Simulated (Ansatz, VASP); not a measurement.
## Si: VASP beside Ansatz

```
Si
1.0
     0.00000    5.43000    5.43000
     5.43000    0.00000    5.43000
     5.43000    5.43000    0.00000
Si
17
Direct
  0.99673 0.99748 0.00272
  0.12255 0.12320 0.13136
  0.99963 0.00020 0.49996
  0.12227 0.12364 0.62249
  0.99662 0.50337 0.00287
  0.12614 0.62522 0.12383
  0.99613 0.50386 0.49628
  0.12229 0.63162 0.62261
  0.50263 0.99737 0.00285
  0.62415 0.12657 0.12444
  0.50248 0.99753 0.49694
  0.63103 0.12318 0.62282
  0.49972 0.50032 0.99983
  0.62405 0.62513 0.12441
  0.50254 0.50328 0.49691
  0.62360 0.62527 0.62620
  0.24941 0.25048 0.74982
```

Alike in both runs: functional PBE; k mesh 2 × 2 × 2; occupations gaussian, width 0.02 eV; no spin polarisation.

Ansatz relaxed the structure, and its values are those at the end. VASP's run is a single point on that final structure, the one shown.

|  | VASP | Ansatz |
| --- | --- | --- |
| version | VASP 6.6.1 | Ansatz 0.2.0 |
| potentials or method | VASP PAW PBE potentials, release 64 (Si), cutoff 520 eV | scalar-relativistic, plane waves, PAW |
| valence electrons in the cell | 68 | 68 |

|  | VASP | Ansatz | Ansatz less VASP |
| --- | --- | --- | --- |
| rms of the force components (eV/Å) | 0.007 | 0.007 | -0.0006 |

The functional is the same, so the differences come from potentials, cutoffs and numerics.

The k mesh is coarse, so the values compare programs but aren't converged.
